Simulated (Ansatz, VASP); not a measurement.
# Re: VASP beside Ansatz

The input INCAR:

```
SYSTEM = Re
PREC = Accurate
ENCUT = 520
EDIFF = 1E-6
ISMEAR = 0
SIGMA = 0.15
LREAL = .FALSE.
LASPH = .TRUE.
NELM = 100
ALGO = Fast
ISIF = 2
LWAVE = .FALSE.
LCHARG = .TRUE.
GGA = PE
LELF = .TRUE.
LVHAR = .TRUE.
NBANDS = 10
```

KPOINTS

```
regular mesh
0
G
  10 10 10
  0 0 0
```

Contents of POSCAR:

```
Re
1.0
    0.0000000000      1.9577236186      1.9577236186
    1.9038862191      0.0000000000      1.9577236186
    1.9038862191      1.9577236186      0.0000000000
Re
1
Direct
    0.0000000000      0.0000000000      0.0000000000
```

Input for Ansatz:

```yaml
crystal:
  lattice:
    - [0.0, 1.9577236186, 1.9577236186]
    - [1.9038862191, 0.0, 1.9577236186]
    - [1.9038862191, 1.9577236186, 0.0]
  atoms:
    - { symbol: Re, position: [0.0, 0.0, 0.0] }
basis:
  ecutwfc: 420
kpoints:
  mp_grid: { grid: [10, 10, 10] }
hamiltonian:
  xc: pbe
scf:
  occupations: { method: gaussian, width: 0.15 }
output:
  forces: true
  stress: true
  eigenvalues: true
```

Change from the starting cell: normal strain along x -0.0275, normal strain along z +0.0000.

Alike in both runs: task single point; functional PBE; k mesh 10 × 10 × 10; occupations gaussian, width 0.15 eV; no spin polarisation.

|  | VASP | Ansatz |
| --- | --- | --- |
| version | VASP 6.6.1 | Ansatz 0.2.0 |
| potentials or method | VASP PAW PBE potentials, release 64 (Re), cutoff 520 eV | scalar-relativistic, plane waves, PAW |
| valence electrons in the cell | 7 | 15 |

VASP gave:

- gap on the k mesh at the Fermi level (eV): none
- pressure (GPa): 10.2
- traceless stress, the component that is largest in VASP (GPa): 5.80

Q: Which values does Ansatz return?

A: gap on the k mesh at the Fermi level (eV): none; pressure (GPa): 10.6; traceless stress, the component that is largest in VASP (GPa): 5.83.

A gap of «none» marks a metal or a gap that the smearing closes. VASP's potentials hold 7 valence electrons a cell and Ansatz's 15, so a difference there can come from the potentials and not from the codes.

Neither program's run includes spin-orbit coupling.
